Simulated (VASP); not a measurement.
# Ta16F in VASP: a series of runs

Runs on Ta16F. Level: PBE. Tasks: single point.

Everything below comes from runs of VASP 6.6.1. Logs are shortened: lines on timing, memory, paths and dates and some standing lists are left out, and cuts for length are marked.

### 1 The cell of the first run

The cell holds a slab with vacuum, 17 atoms: a = 6.638 Å, b = 6.638 Å, c = 20.300 Å, α = 90.00°, β = 90.00°, γ = 90.00°.

### 2 Single point, PBE

Contents of INCAR:

```
SYSTEM = Ta16F
PREC = Accurate
ENCUT = 520
EDIFF = 1E-6
ISMEAR = 0
SIGMA = 0.1
LREAL = Auto
LASPH = .True.
NELM = 80
ALGO = Normal
ISIF = 2
LWAVE = .False.
LCHARG = .True.
LDIPOL = .True.
IDIPOL = 3
DIPOL = 0.5 0.5 0.329
GGA = PE
LELF = .True.
LVHAR = .True.
LVACPOTAV = .True.
NBANDS = 106
```

Contents of KPOINTS:

```
Automatic mesh
0
Gamma
  4 4 1
  0 0 0
```

Contents of POSCAR:

```
Ta16F
1.0
    6.6379342675      0.0000000000      0.0000000000
    0.0000000000      6.6379342675      0.0000000000
    0.0000000000      0.0000000000     20.2996559605
Ta F
16 1
Direct
    0.2500000000      0.2500000000      0.1970476745
    0.2500000000      0.7500000000      0.1970476745
    0.7500000000      0.2500000000      0.1970476745
    0.7500000000      0.7500000000      0.1970476745
    0.0000000000      0.0000000000      0.2787970189
    0.0000000000      0.5000000000      0.2787970189
    0.5000000000      0.0000000000      0.2787970189
    0.5000000000      0.5000000000      0.2787970189
    0.2500000000      0.2500000000      0.3599139072
    0.2500000000      0.7500000000      0.3599139072
    0.7500000000      0.2500000000      0.3599139072
    0.7500000000      0.7500000000      0.3599139072
    0.0000000000      0.0000000000      0.4334879358
    0.0000000000      0.5000000000      0.4334879358
    0.5000000000      0.0000000000      0.4334879358
    0.5000000000      0.5000000000      0.4334879358
    0.1250000000      0.1250000000      0.5138369393
```

Potentials or basis: VASP PAW PBE potentials, release 64 (Ta_pv, F).

Command:

```bash
> cat potpaw_PBE.64/Ta_pv/POTCAR potpaw_PBE.64/F/POTCAR > POTCAR
> mpirun -np 1 vasp_std > vasp.out
```

OUTCAR:

```text
SYSTEM = Ta16F
   PREC = Accurate
   ENCUT = 520
   EDIFF = 1E-6
   ISMEAR = 0
   LREAL = Auto
   LASPH = .True.
   NELM = 80
   ISIF = 2
   GGA = PE

 ion  position               nearest neighbor table
   1  0.250  0.250  0.197-   5 2.87   6 2.87   7 2.87   8 2.87   9 3.31   3 3.32   2 3.32   2 3.32
                             3 3.32
   2  0.250  0.750  0.197-   5 2.87   6 2.87   7 2.87   8 2.87  10 3.31   4 3.32   1 3.32   1 3.32
                             4 3.32
   3  0.750  0.250  0.197-   5 2.87   6 2.87   7 2.87   8 2.87  11 3.31   4 3.32   1 3.32   4 3.32
                             1 3.32
   4  0.750  0.750  0.197-   5 2.87   6 2.87   7 2.87   8 2.87  12 3.31   3 3.32   2 3.32   3 3.32
                             2 3.32
   5  0.000  0.000  0.279-   9 2.87  10 2.87  11 2.87  12 2.87   1 2.87   2 2.87   3 2.87   4 2.87
                            13 3.14   7 3.32   6 3.32   6 3.32   7 3.32
   6  0.000  0.500  0.279-   9 2.87  10 2.87  11 2.87  12 2.87   1 2.87   2 2.87   3 2.87   4 2.87
                            14 3.14   8 3.32   5 3.32   5 3.32   8 3.32
   7  0.500  0.000  0.279-   9 2.87  10 2.87  11 2.87  12 2.87   1 2.87   2 2.87   3 2.87   4 2.87
                            15 3.14   8 3.32   5 3.32   8 3.32   5 3.32
   8  0.500  0.500  0.279-   9 2.87  10 2.87  11 2.87  12 2.87   1 2.87   2 2.87   3 2.87   4 2.87
                            16 3.14   7 3.32   6 3.32   7 3.32   6 3.32
   9  0.250  0.250  0.360-  13 2.78  14 2.78  15 2.78  16 2.78   5 2.87   6 2.87   7 2.87   8 2.87
                             1 3.31  10 3.32  11 3.32  10 3.32  11 3.32
  10  0.250  0.750  0.360-  13 2.78  14 2.78  15 2.78  16 2.78   5 2.87   6 2.87   7 2.87   8 2.87
                             2 3.31   9 3.32  12 3.32   9 3.32  12 3.32
  11  0.750  0.250  0.360-  13 2.78  14 2.78  15 2.78  16 2.78   5 2.87   6 2.87   7 2.87   8 2.87
                             3 3.31   9 3.32  12 3.32  12 3.32   9 3.32
  12  0.750  0.750  0.360-  13 2.78  14 2.78  15 2.78  16 2.78   5 2.87   6 2.87   7 2.87   8 2.87
                             4 3.31  10 3.32  11 3.32  11 3.32  10 3.32
  13  0.000  0.000  0.433-  17 2.01  10 2.78  11 2.78  12 2.78   9 2.78   5 3.14  15 3.32  14 3.32
                            14 3.32  15 3.32
  14  0.000  0.500  0.433-   9 2.78  10 2.78  11 2.78  12 2.78   6 3.14  13 3.32  16 3.32  13 3.32
                            16 3.32
  15  0.500  0.000  0.433-   9 2.78  10 2.78  11 2.78  12 2.78   7 3.14  13 3.32  16 3.32  16 3.32
                            13 3.32
  16  0.500  0.500  0.433-   9 2.78  10 2.78  11 2.78  12 2.78   8 3.14  14 3.32  15 3.32  15 3.32
                            14 3.32
  17  0.125  0.125  0.514-  13 2.01

  LATTYP: Found a simple tetragonal cell.
 ALAT       =     6.6379342675
 C/A-ratio  =     3.0581284994

  Lattice vectors:

 A1 = (   6.6379342675,   0.0000000000,   0.0000000000)
 A2 = (   0.0000000000,   6.6379342675,   0.0000000000)
 A3 = (   0.0000000000,   0.0000000000,  20.2996559605)

Analysis of symmetry for initial positions (statically):
=====================================================================
 Subroutine PRICEL returns:
 Original cell was already a primitive cell.

 Routine SETGRP: Setting up the symmetry group for a
 simple tetragonal supercell.

 Subroutine GETGRP returns: Found  2 space group operations
 (whereof  2 operations were pure point group operations)
 out of a pool of 16 trial point group operations.

The static configuration has the point symmetry C_1h.

Analysis of symmetry for dynamics (positions and initial velocities):
=====================================================================
 Subroutine PRICEL returns:
 Original cell was already a primitive cell.

 Routine SETGRP: Setting up the symmetry group for a
 simple tetragonal supercell.

 Subroutine GETGRP returns: Found  2 space group operations
 (whereof  2 operations were pure point group operations)
 out of a pool of 16 trial point group operations.

The dynamic configuration has the point symmetry C_1h.

 Subroutine INISYM returns: Found  2 space group operations
 (whereof  2 operations are pure point group operations),
 and found     1 'primitive' translations

----------------------------------------------------------------------------------------

                                     Primitive cell

  volume of cell :     894.4469

  direct lattice vectors                    reciprocal lattice vectors
     6.637934268  0.000000000  0.000000000     0.150649277  0.000000000  0.000000000
     0.000000000  6.637934268  0.000000000     0.000000000  0.150649277  0.000000000
     0.000000000  0.000000000 20.299655961     0.000000000  0.000000000  0.049261919
[... 56 lines left out ...]
     0.000000000  0.000000000  0.049261919     0.000000000  0.000000000  1.000000000

  Length of vectors
     0.037662319  0.037662319  0.049261919

  Shift w.r.t. Gamma in fractional coordinates (k-lattice)
     0.000000000  0.000000000  0.000000000

 Subroutine IBZKPT returns following result:
 ===========================================

 Found      7 irreducible k-points:

 Following reciprocal coordinates:
            Coordinates               Weight
  0.000000  0.000000  0.000000      1.000000
  0.250000  0.000000  0.000000      4.000000
  0.500000  0.000000  0.000000      2.000000
  0.250000  0.250000  0.000000      2.000000
 -0.250000  0.250000  0.000000      2.000000
  0.500000  0.250000  0.000000      4.000000
  0.500000  0.500000  0.000000      1.000000
   k-points           NKPTS =      7   k-points in BZ     NKDIM =      7   number of bands    NBANDS=    106
   number of dos      NEDOS =    301   number of ions     NIONS =     17
   total plane-waves  NPLWV = 400000
   dimension x,y,z NGX =    50 NGY =   50 NGZ =  160
   dimension x,y,z NGXF=   100 NGYF=  100 NGZF=  320
   ions per type =              16   1
   NGX,Y,Z   is equivalent  to a cutoff of  12.52, 12.52, 13.10 a.u.
   NGXF,Y,Z  is equivalent  to a cutoff of  25.04, 25.04, 26.21 a.u.
 SYSTEM =  Ta16F
   PREC   = accura    normal or accurate (medium, high low for compatibility)
   ISTART =      0    job   : 0-new  1-cont  2-samecut
   ICHARG =      2    charge: 1-file 2-atom 10-const
   ISPIN  =      1    spin polarized calculation?
   LNONCOLLINEAR =      F non collinear calculations
   LSORBIT =      F    spin-orbit coupling
   LASPH  =      T    aspherical Exc in radial PAW
   ENCUT  =  520.0 eV  38.22 Ry    6.18 a.u.  12.34 12.34 37.74*2*pi/ulx,y,z
   NELM   =     80;   NELMIN=  2; NELMDL= -5     # of ELM steps
   EDIFF  = 0.1E-05   stopping-criterion for ELM
   LREAL  =      T    real-space projection
   EDIFFG = 0.1E-04   stopping-criterion for IOM
   NSW    =      0    number of steps for IOM
   IBRION =     -1    ionic relax: 0-MD 1-quasi-New 2-CG
   NFREE  =      0    steps in history (QN), initial steepest desc. (CG)
   ISIF   =      2    stress and relaxation
   ISYM   =      2    0-nonsym 1-usesym 2-fastsym
   POTIM  = 0.5000    time-step for ionic-motion
   TEBEG  =    0.0;   TEEND  =   0.0 temperature during run
   PSTRESS=    0.0 pullay stress
   NELECT =     183.0000    total number of electrons
   NUPDOWN=      -1.0000    fix difference up-down
   EMIN   =  10.00;   EMAX   =-10.00  energy-range for DOS
   EFERMI =   0.00;   METHOD = LEGACY
   ISMEAR =     0;   SIGMA  =   0.10  broadening in eV -4-tet -1-fermi 0-gaus
   EFERMI_NEDOS =   21; number of points for ismear=-14 and -15
   IALGO  =     38    algorithm
   IMIX   =      4    mixing-type and parameters
     AMIX     =   0.40;   BMIX     =  1.00
     AMIX_MAG =   1.60;   BMIX_MAG =  1.00
  volume/ion in A,a.u.               =      52.61       355.06
  Fermi-wavevector in a.u.,A,eV,Ry     =   0.964659  1.822941 12.661124  0.930566
  Thomas-Fermi vector in A             =   2.094309
   LORBIT       =      0    0 simple, 1 ext, 2 COOP (PROOUT), +10 PAW based schemes
   GGA     = PE    functional components
   LHFCALC =     F    Hartree Fock is set to
   AEXX    =    0.0000 exact exchange contribution
   IVDW    =     0    specifies the selected vdW correction
   LEPSILON=     F    determine dielectric tensor
   LRPA    =     F    only Hartree local field effects (RPA)
 non-spin polarized calculation
 Gauss-broadening in eV      SIGMA  =   0.10
  energy-cutoff  :      520.00
  volume of cell :      894.45
 maximum number of plane-waves:     24163
 NGX is ok and might be reduce to    50
   NGX = 25   NGY = 25   NGZ = 75

 dipolmoment           0.000000      0.000000      0.001173 electrons x Angstroem

 number of electron     182.9999963 magnetization

 dipolmoment           0.000000      0.000000     -0.002326 electrons x Angstroem

 Free energy of the ion-electron system (eV)
  ---------------------------------------------------
  ext. energy  EPLUGINS =         0.00000000
  ---------------------------------------------------
  free energy    TOTEN  =      -179.95400170 eV

  energy without entropy =     -179.88430622  energy(sigma->0) =     -179.91915396

 E-fermi :  -0.5533     XC(G=0):  -5.3017

 val. band max:       -0.6164780272   @ k =   0.0000   0.0000   0.0000
 cond. band min:      -0.5323154967   @ k =   0.5000   0.2500   0.0000
 fundamental gap:      0.0841625304
 Fermi energy:        -0.5532813724

 k-point     1 :       0.0000    0.0000    0.0000
  band No.  band energies     occupation
      1     -35.6726      2.00000
      2     -35.5843      2.00000
      3     -35.5789      2.00000
      4     -35.5724      2.00000
      5     -35.5665      2.00000
      6     -35.5607      2.00000
[... 731 lines left out ...]
    102      -0.1073      0.00000
    103       0.0733      0.00000
 [bands above 103 left out]

------------------------ aborting loop because EDIFF is reached ----------------------------------------

  FORCE on cell =-STRESS in cart. coord.  units (eV):
  Direction    XX          YY          ZZ          XY          YZ          ZX
  --------------------------------------------------------------------------------------
  -------------------------------------------------------------------------------------
  Total      -17.6863593    -17.6863593     -3.0189537      0.1077202     -0.5931419     -0.5931438
  in kB      -31.6806770    -31.6806770     -5.4076984      0.1929538     -1.0624650     -1.0624683
  external PRESSURE =     -22.9230175 kB  Pullay stress =       0.0000000 kB

 VOLUME and BASIS-vectors are now :
 -----------------------------------------------------------------------------
  energy-cutoff  :      520.00
  volume of cell :      894.45
      direct lattice vectors                 reciprocal lattice vectors
     6.637934268  0.000000000  0.000000000     0.150649277  0.000000000  0.000000000
     0.000000000  6.637934268  0.000000000     0.000000000  0.150649277  0.000000000
     0.000000000  0.000000000 20.299655961     0.000000000  0.000000000  0.049261919

 POSITION                                       TOTAL-FORCE (eV/Angst)
 -----------------------------------------------------------------------------------
      1.65948      1.65948      4.00000        -0.034243     -0.034243      0.832161
      1.65948      4.97845      4.00000         0.042001      0.006192      0.764021
      4.97845      1.65948      4.00000         0.006192      0.042001      0.764021
      4.97845      4.97845      4.00000        -0.002939     -0.002939      0.765961
      0.00000      0.00000      5.65948         0.009993      0.009993     -1.089584
      0.00000      3.31897      5.65948         0.036624     -0.059457     -0.812251
[... 9 lines left out ...]
      3.31897      3.31897      8.79966        -0.033580     -0.033580     -0.318834
      0.82974      0.82974     10.43071        -0.459222     -0.459222      0.090048
 -----------------------------------------------------------------------------------
    total drift:                                0.001518      0.001518      0.003553

  FREE ENERGIE OF THE ION-ELECTRON SYSTEM (eV)
  ---------------------------------------------------
  free  energy   TOTEN  =      -179.9540016954 eV

  energy  without entropy=     -179.8843062159  energy(sigma->0) =     -179.91915396

 vacuum level on the upper side and lower side of the slab         3.458         3.467
```

Wall time 19 min (1 thread of Intel Xeon 6975P-C (Granite Rapids), shared host); peak memory 0.99 GiB.

What came out:

```
Free energy   : -179.9540 eV
Largest force : 1.611 eV/Å
```

Forces in eV/Å, atoms in the order of the input:
```
Ta  -0.034 -0.034  0.832
Ta   0.042  0.006  0.764
Ta   0.006  0.042  0.764
Ta  -0.003 -0.003  0.766
Ta   0.010  0.010 -1.090
Ta   0.037 -0.059 -0.812
Ta  -0.059  0.037 -0.812
Ta   0.035  0.035 -0.697
Ta   0.203  0.203 -0.690
Ta   0.010 -0.086 -0.067
Ta  -0.086  0.010 -0.067
Ta  -0.318 -0.318 -0.011
Ta   0.413  0.413  1.501
Ta   0.097  0.139 -0.077
Ta   0.139  0.097 -0.077
Ta  -0.034 -0.034 -0.319
F   -0.459 -0.459  0.090
```

Caveat: spin-orbit coupling is left out, which moves the levels of the heavy elements; an odd number of electrons without spin polarisation forces a metal; a magnetic or distorted state may lie lower.

### 3 Single point, PBE

Contents of INCAR:

```
PREC = Accurate
ENCUT = 520
EDIFF = 1E-6
ISMEAR = 0
SIGMA = 0.1
LREAL = Auto
LASPH = T
NELM = 80
ALGO = Normal
ISIF = 2
LWAVE = F
LCHARG = T
LDIPOL = T
IDIPOL = 3
DIPOL = 0.5 0.5 0.328
GGA = PE
LELF = T
LVHAR = T
LVACPOTAV = T
NBANDS = 106
```

Contents of KPOINTS:

```
Automatic mesh
0
Gamma
  4 4 1
```

Edit POSCAR of step 2 so:

```diff
@@ -24,2 +24,2 @@
     0.5000000000      0.5000000000      0.4334879358
-    0.1250000000      0.1250000000      0.5138369393
+    0.1875000000      0.1875000000      0.4984612302
```

Potentials or basis: VASP PAW PBE potentials, release 64 (Ta_pv, F).

Command:

```bash
> cat potpaw_PBE.64/Ta_pv/POTCAR potpaw_PBE.64/F/POTCAR > POTCAR
> mpirun -np 1 vasp_std > vasp.out
```

It took 33 min on 1 thread of Intel Xeon Platinum 8488C (Sapphire Rapids), shared host; peak memory 1 GiB.

The run converged. Its results:

* Free energy: -179.4310 eV
* Largest force: 1.046 eV/Å

Forces in eV/Å, atoms in the order of the input:
```
Ta  -0.051 -0.051  0.885
Ta   0.041  0.008  0.801
Ta   0.008  0.041  0.801
Ta   0.023  0.023  0.836
Ta   0.022  0.022 -0.946
Ta   0.067 -0.030 -0.801
Ta  -0.030  0.067 -0.801
Ta   0.001  0.001 -0.695
Ta   0.210  0.210 -0.889
Ta  -0.089 -0.010 -0.015
Ta  -0.010 -0.089 -0.015
Ta  -0.287 -0.287  0.056
Ta   0.283  0.283  0.967
Ta   0.136  0.192  0.055
Ta   0.192  0.136  0.055
Ta   0.107  0.107 -0.314
F   -0.624 -0.624  0.023
```

Levels at points of the mesh, in eV from the Fermi level:
| k point | band 88 | band 89 | band 90 | band 91 | band 92 | band 93 |
| --- | --- | --- | --- | --- | --- | --- |
| (0.00, 0.00, 0.00) | -0.12 | -0.05 | 0.03 | 0.09 | 0.12 | 0.14 |
| (0.50, 0.00, 0.00) | -0.69 | -0.45 | -0.40 | -0.34 | -0.03 | 0.12 |
| (0.50, 0.50, 0.00) | -1.05 | -0.89 | -0.89 | -0.87 | -0.29 | -0.17 |

Caveat: spin-orbit coupling is left out, which moves the levels of the heavy elements; an odd number of electrons without spin polarisation forces a metal; a magnetic or distorted state may lie lower.
